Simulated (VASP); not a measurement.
# Si8N in VASP: single point with PBE+D3(BJ)

Aim: the single point of Si8N with PBE+D3(BJ).

All numbers are computed with VASP 6.6.1; they aren't measurements. Logs are shortened: lines on timing, memory, paths and dates and some standing lists are left out, and cuts for length are marked.

**1. The cell of the first run**

The cell holds a slab with vacuum, 18 atoms: a = 7.631 Å, b = 6.313 Å, c = 23.032 Å, α = 90.00°, β = 90.00°, γ = 90.00°.

**2. Single point, PBE+D3(BJ)**

INCAR

```
SYSTEM = Si8N
  PREC = Accurate
  ENCUT = 520
  EDIFF = 1E-7
  ISMEAR = 0
  SIGMA = 0.05
  LREAL = Auto
  LASPH = .TRUE.
  NELM = 60
  ALGO = Normal
  ISIF = 2
  LWAVE = .FALSE.
  LCHARG = .FALSE.
  LDIPOL = .TRUE.
  IDIPOL = 3
  DIPOL = 0.5 0.5 0.295
  GGA = PE
  IVDW = 12
  NBANDS = 52
```

KPOINTS

```
regular mesh
0
G
  4 4 1
  0 0 0
```

POSCAR

```
Si8N
1.0
    7.6310340417      0.0000000000      0.0000000000
    0.0000000000      6.3129357835      0.0000000000
    0.0000000000      0.0000000000     23.0318711348
Si N
16 2
Direct
    0.0000000000      0.9369021389      0.1736723854
    0.5000000000      0.9369021389      0.1736723854
    0.0000000000      0.5630978611      0.1736723854
    0.5000000000      0.5630978611      0.1736723854
    0.2500000000      0.4369021389      0.2214950258
    0.7500000000      0.4369021389      0.2214950258
    0.2500000000      0.0630978611      0.2214950258
    0.7500000000      0.0630978611      0.2214950258
    0.2500000000      0.9332664455      0.3177235001
    0.7500000000      0.9332664455      0.3177235001
    0.2500000000      0.5667335545      0.3177235001
    0.7500000000      0.5667335545      0.3177235001
    0.0000000000      0.4266292811      0.3574121741
    0.5000000000      0.4266292811      0.3574121741
    0.0000000000      0.0733707189      0.3574121741
    0.5000000000      0.0733707189      0.3574121741
    0.2500000000      0.6766292811      0.4920082727
    0.2500000000      0.6766292811      0.5397681787
```

Potentials or basis: VASP PAW PBE potentials, release 64 (Si, N).

Launch:

```sh
$ cat potpaw_PBE.64/Si/POTCAR potpaw_PBE.64/N/POTCAR > POTCAR
$ mpirun -np 1 vasp_std > vasp.out
```

OUTCAR:

```text
SYSTEM = Si8N
   PREC = Accurate
   ENCUT = 520
   EDIFF = 1E-7
   ISMEAR = 0
   LREAL = Auto
   LASPH = .TRUE.
   NELM = 60
   ISIF = 2
   GGA = PE
   IVDW = 12
 IVDW          = 12

 ion  position               nearest neighbor table
   1  0.000  0.937  0.174-   7 2.34   8 2.34   3 2.36
   2  0.500  0.937  0.174-   7 2.34   8 2.34   4 2.36
   3  0.000  0.563  0.174-   5 2.34   6 2.34   1 2.36
   4  0.500  0.563  0.174-   5 2.34   6 2.34   2 2.36
   5  0.250  0.437  0.221-   3 2.34   4 2.34   7 2.36  11 2.36
   6  0.750  0.437  0.221-   3 2.34   4 2.34   8 2.36  12 2.36
   7  0.250  0.063  0.221-   1 2.34   2 2.34   5 2.36   9 2.36
   8  0.750  0.063  0.221-   1 2.34   2 2.34   6 2.36  10 2.36
   9  0.250  0.933  0.318-  15 2.29  16 2.29  11 2.31   7 2.36
  10  0.750  0.933  0.318-  15 2.29  16 2.29  12 2.31   8 2.36
  11  0.250  0.567  0.318-  13 2.29  14 2.29   9 2.31   5 2.36
  12  0.750  0.567  0.318-  13 2.29  14 2.29  10 2.31   6 2.36
  13  0.000  0.427  0.357-  15 2.23  12 2.29  11 2.29
  14  0.500  0.427  0.357-  16 2.23  12 2.29  11 2.29
  15  0.000  0.073  0.357-  13 2.23  10 2.29   9 2.29
  16  0.500  0.073  0.357-  14 2.23  10 2.29   9 2.29
  17  0.250  0.677  0.492-  18 1.10
  18  0.250  0.677  0.540-  17 1.10

  LATTYP: Found a simple orthorhombic cell.
 ALAT       =     6.3129357835
 B/A-ratio  =     1.2087932308
 C/A-ratio  =     3.6483613844

  Lattice vectors:

 A1 = (   0.0000000000,  -6.3129357835,   0.0000000000)
 A2 = (   7.6310340417,   0.0000000000,   0.0000000000)
 A3 = (   0.0000000000,   0.0000000000,  23.0318711348)

Analysis of symmetry for initial positions (statically):
=====================================================================
 Subroutine PRICEL returns:
 Original cell was already a primitive cell.

 Routine SETGRP: Setting up the symmetry group for a
 simple orthorhombic supercell.

 Subroutine GETGRP returns: Found  2 space group operations
 (whereof  1 operations were pure point group operations)
 out of a pool of  8 trial point group operations.

The static configuration has the point symmetry C_1 .
 The point group associated with its full space group is C_1h.

Analysis of symmetry for dynamics (positions and initial velocities):
=====================================================================
 Subroutine PRICEL returns:
 Original cell was already a primitive cell.

 Routine SETGRP: Setting up the symmetry group for a
 simple orthorhombic supercell.

 Subroutine GETGRP returns: Found  2 space group operations
 (whereof  1 operations were pure point group operations)
 out of a pool of  8 trial point group operations.

The dynamic configuration has the point symmetry C_1 .
 The point group associated with its full space group is C_1h.

 Subroutine INISYM returns: Found  2 space group operations
 (whereof  1 operations are pure point group operations),
 and found     1 'primitive' translations

----------------------------------------------------------------------------------------

                                     Primitive cell

  volume of cell :    1109.5426

  direct lattice vectors                    reciprocal lattice vectors
     7.631034042  0.000000000  0.000000000     0.131043839  0.000000000  0.000000000
     0.000000000  6.312935784  0.000000000     0.000000000  0.158404906  0.000000000
     0.000000000  0.000000000 23.031871135     0.000000000  0.000000000  0.043418096

  length of vectors
     7.631034042  6.312935784 23.031871135     0.131043839  0.158404906  0.043418096

  position of ions in fractional coordinates (direct lattice)
     0.000000000  0.936902139  0.173672385
     0.500000000  0.936902139  0.173672385
     0.000000000  0.563097861  0.173672385
     0.500000000  0.563097861  0.173672385
     0.250000000  0.436902139  0.221495026
     0.750000000  0.436902139  0.221495026
[... 10 lines left out ...]
     0.250000000  0.676629281  0.492008273
     0.250000000  0.676629281  0.539768179

  ion indices of the primitive-cell ions
   primitive index   ion index
                 1           1
                 2           2
                 3           3
                 4           4
                 5           5
                 6           6
[... 10 lines left out ...]
                17          17
                18          18

----------------------------------------------------------------------------------------

 KPOINTS: regular mesh

Automatic generation of k-mesh.
 Grid dimensions read from file:
 generate k-points for:    4    4    1

 Generating k-lattice:

  Cartesian coordinates                     Fractional coordinates (reciprocal lattice)
     0.032760960  0.000000000  0.000000000     0.250000000  0.000000000  0.000000000
     0.000000000  0.039601227  0.000000000     0.000000000  0.250000000  0.000000000
     0.000000000  0.000000000  0.043418096     0.000000000  0.000000000  1.000000000

  Length of vectors
     0.032760960  0.039601227  0.043418096

  Shift w.r.t. Gamma in fractional coordinates (k-lattice)
     0.000000000  0.000000000  0.000000000

 Subroutine IBZKPT returns following result:
 ===========================================

 Found      9 irreducible k-points:

 Following reciprocal coordinates:
            Coordinates               Weight
  0.000000  0.000000  0.000000      1.000000
  0.250000  0.000000  0.000000      2.000000
  0.500000  0.000000  0.000000      1.000000
  0.000000  0.250000  0.000000      2.000000
  0.250000  0.250000  0.000000      4.000000
  0.500000  0.250000  0.000000      2.000000
  0.000000  0.500000  0.000000      1.000000
  0.250000  0.500000  0.000000      2.000000
  0.500000  0.500000  0.000000      1.000000
   k-points           NKPTS =      9   k-points in BZ     NKDIM =      9   number of bands    NBANDS=     52
   number of dos      NEDOS =    301   number of ions     NIONS =     18
   total plane-waves  NPLWV = 518400
   dimension x,y,z NGX =    60 NGY =   48 NGZ =  180
   dimension x,y,z NGXF=   120 NGYF=   96 NGZF=  360
   ions per type =              16   2
   NGX,Y,Z   is equivalent  to a cutoff of  13.07, 12.64, 12.99 a.u.
   NGXF,Y,Z  is equivalent  to a cutoff of  26.14, 25.28, 25.99 a.u.
 SYSTEM =  Si8N
   PREC   = accura    normal or accurate (medium, high low for compatibility)
   ISTART =      0    job   : 0-new  1-cont  2-samecut
   ICHARG =      2    charge: 1-file 2-atom 10-const
   ISPIN  =      1    spin polarized calculation?
   LNONCOLLINEAR =      F non collinear calculations
   LSORBIT =      F    spin-orbit coupling
   LASPH  =      T    aspherical Exc in radial PAW
   ENCUT  =  520.0 eV  38.22 Ry    6.18 a.u.  14.19 11.74 42.82*2*pi/ulx,y,z
   NELM   =     60;   NELMIN=  2; NELMDL= -5     # of ELM steps
   EDIFF  = 0.1E-06   stopping-criterion for ELM
   LREAL  =      T    real-space projection
   EDIFFG = 0.1E-05   stopping-criterion for IOM
   NSW    =      0    number of steps for IOM
   IBRION =     -1    ionic relax: 0-MD 1-quasi-New 2-CG
   NFREE  =      0    steps in history (QN), initial steepest desc. (CG)
   ISIF   =      2    stress and relaxation
   ISYM   =      2    0-nonsym 1-usesym 2-fastsym
   POTIM  = 0.5000    time-step for ionic-motion
   TEBEG  =    0.0;   TEEND  =   0.0 temperature during run
   PSTRESS=    0.0 pullay stress
   NELECT =      74.0000    total number of electrons
   NUPDOWN=      -1.0000    fix difference up-down
   EMIN   =  10.00;   EMAX   =-10.00  energy-range for DOS
   EFERMI =   0.00;   METHOD = LEGACY
   ISMEAR =     0;   SIGMA  =   0.05  broadening in eV -4-tet -1-fermi 0-gaus
   EFERMI_NEDOS =   21; number of points for ismear=-14 and -15
   IALGO  =     38    algorithm
   IMIX   =      4    mixing-type and parameters
     AMIX     =   0.40;   BMIX     =  1.00
     AMIX_MAG =   1.60;   BMIX_MAG =  1.00
  volume/ion in A,a.u.               =      61.64       415.98
  Fermi-wavevector in a.u.,A,eV,Ry     =   0.663902  1.254593  5.996986  0.440766
  Thomas-Fermi vector in A             =   1.737424
   LORBIT       =      0    0 simple, 1 ext, 2 COOP (PROOUT), +10 PAW based schemes
   GGA     = PE    functional components
   LHFCALC =     F    Hartree Fock is set to
   AEXX    =    0.0000 exact exchange contribution
   IVDW    =    12    specifies the selected vdW correction
   LEPSILON=     F    determine dielectric tensor
   LRPA    =     F    only Hartree local field effects (RPA)
 non-spin polarized calculation
 Gauss-broadening in eV      SIGMA  =   0.05
  energy-cutoff  :      520.00
  volume of cell :     1109.54
 maximum number of plane-waves:     29920
 NGX is ok and might be reduce to    60
   NGX = 29   NGY = 23   NGZ = 85

 dipolmoment           0.000000      0.000000      0.000036 electrons x Angstroem

 number of electron      74.0000001 magnetization

 dipolmoment           0.000000      0.000000     -0.026075 electrons x Angstroem

 Free energy of the ion-electron system (eV)
  ---------------------------------------------------
  ext. energy  EPLUGINS =         0.00000000
  ---------------------------------------------------
  free energy    TOTEN  =       -95.41844916 eV

  energy without entropy =      -95.41394547  energy(sigma->0) =      -95.41619731

 E-fermi :  -1.4974     XC(G=0):  -3.6746

 val. band max:       -1.5510626942   @ k =   0.0000   0.2500   0.0000
 cond. band min:      -1.4500254871   @ k =   0.2500   0.5000   0.0000
 fundamental gap:      0.1010372071
 Fermi energy:        -1.4973618074

 k-point     1 :       0.0000    0.0000    0.0000
  band No.  band energies     occupation
      1     -25.3567      2.00000
      2     -13.1488      2.00000
      3     -11.8346      2.00000
      4     -11.4567      2.00000
      5     -10.7826      2.00000
      6     -10.5304      2.00000
[... 41 lines left out ...]
     48       1.5692      0.00000
     49       1.5808      0.00000
[... 414 lines left out ...]
     48       1.8670      0.00000
     49       1.8956      0.00000
 [bands above 49 left out]

------------------------ aborting loop because EDIFF is reached ----------------------------------------

 vacuum level on the upper side and lower side of the slab       (xc-potential included)        -0.111        -0.015

 Edisp (eV)   -4.27816

 E8    (eV) :    -1.8421

  FORCE on cell =-STRESS in cart. coord.  units (eV):
  Direction    XX          YY          ZZ          XY          YZ          ZX
  --------------------------------------------------------------------------------------
  -------------------------------------------------------------------------------------
  Total       3.62232    -2.16251    -1.18957     0.00000     0.03397     0.00000
  in kB       5.23063    -3.12266    -1.71774     0.00000     0.04905     0.00000
  external pressure =        0.13 kB  Pullay stress =        0.00 kB

 VOLUME and BASIS-vectors are now :
 -----------------------------------------------------------------------------
  energy-cutoff  :      520.00
  volume of cell :     1109.54
      direct lattice vectors                 reciprocal lattice vectors
     7.631034042  0.000000000  0.000000000     0.131043839  0.000000000  0.000000000
     0.000000000  6.312935784  0.000000000     0.000000000  0.158404906  0.000000000
     0.000000000  0.000000000 23.031871135     0.000000000  0.000000000  0.043418096

 POSITION                                       TOTAL-FORCE (eV/Angst)
 -----------------------------------------------------------------------------------
      0.00000      5.91460      4.00000         0.001486     -0.781229      0.628284
      3.81552      5.91460      4.00000        -0.001486     -0.781229      0.628284
      0.00000      3.55480      4.00000        -0.002773      0.781147      0.625125
      3.81552      3.55480      4.00000         0.002773      0.781147      0.625125
      1.90776      2.75814      5.10144         0.000000      0.014084     -0.578891
      5.72328      2.75814      5.10144         0.000000      0.013479     -0.589099
[... 10 lines left out ...]
      1.90776      4.27152     11.33187         0.000000      0.015904     -2.185030
      1.90776      4.27152     12.43187         0.000000     -0.005229      2.136192
 -----------------------------------------------------------------------------------
    total drift:                               -0.000000      0.000256      0.020199

  FREE ENERGIE OF THE ION-ELECTRON SYSTEM (eV)
  ---------------------------------------------------
  free  energy   TOTEN  =       -99.6966138182 eV

  energy  without entropy=      -99.6921101282  energy(sigma->0) =      -99.69436197

 vacuum level on the upper side and lower side of the slab         3.095         3.193
```

Wall time 19 min (1 thread of Intel Xeon Platinum 8375C at 2.90GHz (Ice Lake), shared host); peak memory 1.1 GiB.

What came out:

* Free energy: -99.6966 eV
* Largest force: 2.185 eV/Å
* Band gap on the k mesh: zero (bands 37 and 38 overlap by 0.37 eV)
* Dispersion energy per atom: -0.238 eV

Forces on the atoms (eV/Å):
```
Si   0.001 -0.781  0.628
Si  -0.001 -0.781  0.628
Si  -0.003  0.781  0.625
Si   0.003  0.781  0.625
Si   0.000  0.014 -0.579
Si   0.000  0.013 -0.589
Si   0.000 -0.017 -0.589
Si   0.000 -0.012 -0.595
Si   0.000 -0.007  0.000
Si   0.000 -0.006  0.005
Si   0.000  0.005  0.001
Si   0.000  0.004  0.000
Si   0.006 -0.064 -0.034
Si  -0.006 -0.064 -0.034
Si   0.005  0.062 -0.022
Si  -0.005  0.062 -0.022
N    0.000  0.016 -2.185
N    0.000 -0.005  2.136
```

Levels at points of the mesh, in eV from the Fermi level:
```csv
k point,band 34,band 35,band 36,band 37,band 38,band 39,band 40,band 41
"(0.00, 0.00, 0.00)",-0.90,-0.60,-0.10,-0.07,0.06,0.30,1.20,1.46
"(0.50, 0.00, 0.00)",-1.18,-1.15,-0.11,-0.10,0.73,0.74,1.36,1.36
"(0.00, 0.50, 0.00)",-1.03,-0.97,-0.97,-0.52,0.23,0.44,0.74,1.01
"(0.50, 0.50, 0.00)",-0.66,-0.66,-0.46,-0.44,0.28,0.28,0.51,0.55
```

Caveat: the standard files for N, O and F lose accuracy on very short bonds.
